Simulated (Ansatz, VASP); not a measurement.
## Pb: VASP beside Ansatz

```xyz
4
Lattice="3.7029 0.0000 0.0000 -1.8514 3.2068 0.0000 0.0000 0.0000 11.9561" Properties=species:S:1:pos:R:3 pbc="T T T"
Pb    0.0000    0.0000    0.0000
Pb    0.0000    0.0000    5.9781
Pb    0.0000    2.1379    2.9890
Pb    1.8514    1.0689    8.9671
```

Alike in both runs: task single point; functional revPBE; k mesh 11 × 11 × 3; occupations fermi-dirac, width 0.1 eV; no spin polarisation.

|  | VASP | Ansatz |
| --- | --- | --- |
| version | VASP 6.6.1 | Ansatz 0.2.0 |
| potentials or method | VASP PAW PBE potentials, release 64 (Pb_d), cutoff 520 eV | plane waves (420 eV) with PAW, scalar-relativistic |
| valence electrons in the cell | 56 | 56 |

|  | VASP | Ansatz | Ansatz less VASP |
| --- | --- | --- | --- |
| pressure (GPa) | -2.3 | -2.3 | +0.05 |
| traceless stress, the component that is largest in VASP (GPa) | 0.05 | 0.05 | +0.003 |

VASP's potentials were made for PBE, not for revPBE. The functional is the same, so the differences come from potentials, cutoffs and numerics.

Spin-orbit coupling is off throughout.
